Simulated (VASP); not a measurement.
Input of a VASP 6.6.1 run:

The input INCAR:

```
SYSTEM = HfN
ALGO = Normal
EDIFF = 1E-6
EDIFFG = -0.01
ENCUT = 600
GGA = PS
IBRION = 2
ISIF = 4
ISMEAR = 0
LASPH = .TRUE.
LCHARG = .FALSE.
LREAL = .FALSE.
LWAVE = .FALSE.
NELM = 80
NSW = 60
PREC = Accurate
SIGMA = 0.05
```

Contents of KPOINTS:

```
k-points
0
G
  10 10 8
  0 0 0
```

File POSCAR:

```
HfN
1.0
    3.1675708979      0.0000000000      0.0000000000
   -1.5837854490      2.7431968659      0.0000000000
    0.0000000000      0.0000000000      5.6790333954
Hf N
2 2
Direct
    0.0000000000      0.0000000000      0.0000000000
    0.0000000000      0.0000000000      0.5000000000
    0.3333333333      0.6666666667      0.2500000000
    0.6666666667      0.3333333333      0.7500000000
```

Potentials or basis: VASP PAW PBE potentials, release 64 (Hf_pv, N).

Command:

```sh
$ cat potpaw_PBE.64/Hf_pv/POTCAR potpaw_PBE.64/N/POTCAR > POTCAR
$ mpirun -np 1 vasp_std > vasp.out
```

**Question.** Estimate the band gap on the k mesh.

**Answer.** Zero (bands 15 and 16 overlap by 1.51 eV).

Step by step:
| step | energy change (eV) | largest force (eV/Å) | pressure (GPa) | volume (Å³) |
| --- | --- | --- | --- | --- |
| 1 | 0.0000 | 0.0000 | -11.36 | 49.35 |
| 2 | -0.0006 | 0.0000 | -11.18 | 49.35 |
| 3 | -0.0007 | 0.0000 | -11.24 | 49.35 |

Caveat: the PAW data sets were made with another functional, which shifts forces and pressure a little; spin-orbit coupling is left out, which moves the levels of the heavy elements.
